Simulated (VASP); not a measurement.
A run of VASP 6.6.1:

INCAR

```
SYSTEM = SnSe2
  PREC = Accurate
  ENCUT = 520
  EDIFF = 1E-7
  ISMEAR = -1
  SIGMA = 0.039
  LREAL = .FALSE.
  LASPH = .TRUE.
  NELM = 80
  ALGO = Normal
  ISIF = 2
  LWAVE = .FALSE.
  LCHARG = .FALSE.
  GGA = PE
  NBANDS = 64
```

KPOINTS

```
regular mesh
0
G
  3 3 2
  0 0 0
```

File POSCAR:

```
SnSe2
1.0
    7.6502986386      0.0000000000      0.0000000000
   -3.8251493193      6.6253529676      0.0000000000
    0.0000000000      0.0000000000      6.2270792392
Sn Se
4 8
Direct
   -0.0075934548     -0.0083725351      0.0248689625
   -0.0154314127      0.4906817819      0.0127422499
    0.5032519636     -0.0136557253     -0.0361906427
    0.4808066919      0.4717943354     -0.0104771431
    0.1799791226      0.3647745278      0.2844935694
    0.3160783332      0.1501838475      0.7329635331
    0.1870569799      0.8516456448      0.2484161419
    0.3530978061      0.6536993608      0.7300342304
    0.6642387311      0.3244311677      0.2431603874
    0.8568261373      0.1766275707      0.7305749333
    0.6551189661      0.8180038145      0.2578330768
    0.8361220055      0.6801951567      0.7411354220
```

Potentials or basis: VASP PAW PBE potentials, release 64 (Sn_d, Se).

The run is started by

```sh
$ cat potpaw_PBE.64/Sn_d/POTCAR potpaw_PBE.64/Se/POTCAR > POTCAR
$ mpirun -np 1 vasp_std > vasp.out
```

Hardware: 1 thread of Intel Xeon 8259CL, with other jobs on the host.

Problem. How long does it take, and how much memory?

Solution. It took 8.2 min on 1 thread of Intel Xeon 8259CL, with other jobs on the host, peak memory 0.48 GiB. Counts: scf iterations 15, k points 10.
